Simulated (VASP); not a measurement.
Write the native input for VASP 6.6.1 that does the following.

```yaml
Task: single point
Functional: HSE06
Potentials_or_basis: VASP PAW PBE potentials, release 64 (Na_pv, H)
Cutoff: 520 eV
k_mesh: 6 × 6 × 6
Occupations: gaussian, width 0.01 eV
Spin: no spin polarisation
Dipole_correction: no
Grid_for_exact_exchange_PRECFOCK: Normal
Further_INCAR_settings: ALGO = Normal; EDIFF = 1e-06; NBANDS = 11
Screening_parameter: 0.2079 1/Å
```

Crystal: NaH.

```xyz
2
Lattice="0.0000 2.4619 2.4619 2.4619 0.0000 2.4619 2.4619 2.4619 0.0000" Properties=species:S:1:pos:R:3 pbc="T T T"
Na    0.0000    0.0000    0.0000
H     1.2309    1.2309    1.2309
```

This cell differs from its parent crystal: strain -5.2%.

The input as run:

POSCAR

```
NaH
1.0
    0.0000000000      2.4618811596      2.4618811596
    2.4618811596      0.0000000000      2.4618811596
    2.4618811596      2.4618811596      0.0000000000
Na H
1 1
Direct
    0.0000000000      0.0000000000      0.0000000000
    0.2500000000      0.2500000000      0.2500000000
```

INCAR.step1

```
PREC     = Accurate       # precision mode
ENCUT    = 520            # plane-wave cutoff, eV
EDIFF    = 1E-5           # SCF threshold, eV
ISMEAR   = 0              # smearing method
SIGMA    = 0.01           # smearing width, eV
LREAL    = F              # projectors in reciprocal space
LASPH    = T              # aspherical terms in the spheres
NELM     = 80             # most SCF steps
ALGO     = Normal         # electronic algorithm
ISIF     = 2              # what is computed and relaxed
LWAVE    = T              # write WAVECAR
LCHARG   = F              # write CHGCAR
GGA      = PE             # functional
NBANDS   = 11             # bands
```

INCAR.step2

```
PREC     = Accurate       # precision mode
ENCUT    = 520            # plane-wave cutoff, eV
EDIFF    = 1E-6           # SCF threshold, eV
ISMEAR   = 0              # smearing method
SIGMA    = 0.01           # smearing width, eV
LREAL    = F              # projectors in reciprocal space
LASPH    = T              # aspherical terms in the spheres
NELM     = 80             # most SCF steps
ALGO     = Normal         # electronic algorithm
ISIF     = 2              # what is computed and relaxed
LWAVE    = F              # write WAVECAR
LCHARG   = F              # write CHGCAR
GGA      = PE             # functional
LHFCALC  = T              # exact exchange
HFSCREEN = 0.2079         # screening, 1/A
PRECFOCK = Normal       
ISTART   = 1            
NBANDS   = 11             # bands
```

KPOINTS

```
Automatic mesh
0
Gamma
  6 6 6
```

Potentials or basis: VASP PAW PBE potentials, release 64 (Na_pv, H).

Launch:

```sh
$ cat potpaw_PBE.64/Na_pv/POTCAR potpaw_PBE.64/H/POTCAR > POTCAR
$ cp INCAR.step1 INCAR
$ mpirun -np 1 vasp_std > vasp.out
$ cp INCAR.step2 INCAR
$ mpirun -np 1 vasp_std > vasp.out
```

Results of the run:

| Item | Value |
| --- | --- |
| Pressure | 4.0 GPa |
| Band gap on the k mesh | 4.80 eV, indirect (least direct gap 5.66 eV) |

Caveat: the cell differs from its parent crystal (strain -5.2%); the PAW data sets were made with another functional, which shifts forces and pressure a little.

Run time: 12 min on 1 thread of Oxide Virtual Turin-like Processor, on a shared host, peak memory 0.22 GiB.
